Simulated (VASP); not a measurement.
SrPd3Se4:

```
Sr Pd Se
1.0
     5.95791    0.00000    0.00000
     0.00000    5.95791    0.00000
     0.00000    0.00000    5.95791
Sr Pd Se
1 3 4
Direct
  0.00000 0.00000 0.00000
  0.00000 0.50000 0.00000
  0.00000 0.00000 0.50000
  0.50000 0.00000 0.00000
  0.76292 0.23708 0.76292
  0.23708 0.76292 0.76292
  0.76292 0.76292 0.23708
  0.23708 0.23708 0.23708
```

```yaml
Program: VASP 6.6.1
Task: relaxation of cell and atoms
Functional: PBEsol
Potentials_or_basis: VASP PAW PBE potentials, release 64 (Sr_sv, Pd, Se)
Cutoff: 600 eV
k_mesh: 4 × 4 × 4
Occupations: fermi-dirac, width 0.03 eV
Spin: no spin polarisation
```

At the start: pressure 9.5 GPa; volume 26.44 Å³/atom.

**Question.** How do energy, volume and symmetry change on relaxing?

**Answer.** Over 21 steps the energy falls by 476.8 meV/atom and the volume is 21.41 Å³/atom (-19.0 %); space group P-43m (No. 215, to 0.05 Å).

Step by step:
```csv
step,energy change (eV),largest force (eV/Å),pressure (GPa),volume (Å³)
1,0.0000,4.5069,9.48,211.49
2,-1.1392,0.4507,-7.15,263.04
3,-1.8085,0.9767,-3.01,240.63
4,-1.8095,1.0380,-2.81,239.87
5,-2.2558,0.9608,-2.34,227.65
6,-3.1293,0.9864,0.99,193.50
7,-1.2361,0.9631,30.45,135.78
8,-3.0510,1.4669,4.25,184.30
9,-3.0844,1.7443,7.69,171.32
10,-3.2547,1.5380,6.85,170.06
11,-3.6111,0.8865,4.86,166.31
12,-3.3797,1.2343,4.69,158.99
13,-3.7135,0.4575,4.18,164.13
14,-3.7236,0.1484,3.97,163.03
15,-3.7246,0.2211,4.01,163.28
16,-3.7744,0.2342,2.60,166.27
17,-3.8016,0.2177,0.16,172.37
18,-3.8031,0.2254,0.55,171.30
19,-3.8072,0.1807,0.42,171.30
20,-3.8139,0.0441,0.04,171.30
21,-3.8143,0.0005,-0.07,171.30
```

Final structure:
```yaml
crystal:
  lattice:
    - [5.55375, 0.00000, 0.00000]
    - [0.00000, 5.55375, 0.00000]
    - [0.00000, 0.00000, 5.55375]
  atoms:
    - { symbol: Sr, position: [0.00000, 0.00000, 0.00000] }
    - { symbol: Pd, position: [0.00000, 0.50000, 0.00000] }
    - { symbol: Pd, position: [0.00000, 0.00000, 0.50000] }
    - { symbol: Pd, position: [0.50000, 0.00000, 0.00000] }
    - { symbol: Se, position: [0.69499, 0.30501, 0.69499] }
    - { symbol: Se, position: [0.30501, 0.69499, 0.69499] }
    - { symbol: Se, position: [0.69499, 0.69499, 0.30501] }
    - { symbol: Se, position: [0.30501, 0.30501, 0.30501] }
```

Caveat: the volume moved by over 15 % at a fixed basis, so the end points are rough; the PAW data sets were made with another functional, which shifts forces and pressure a little.
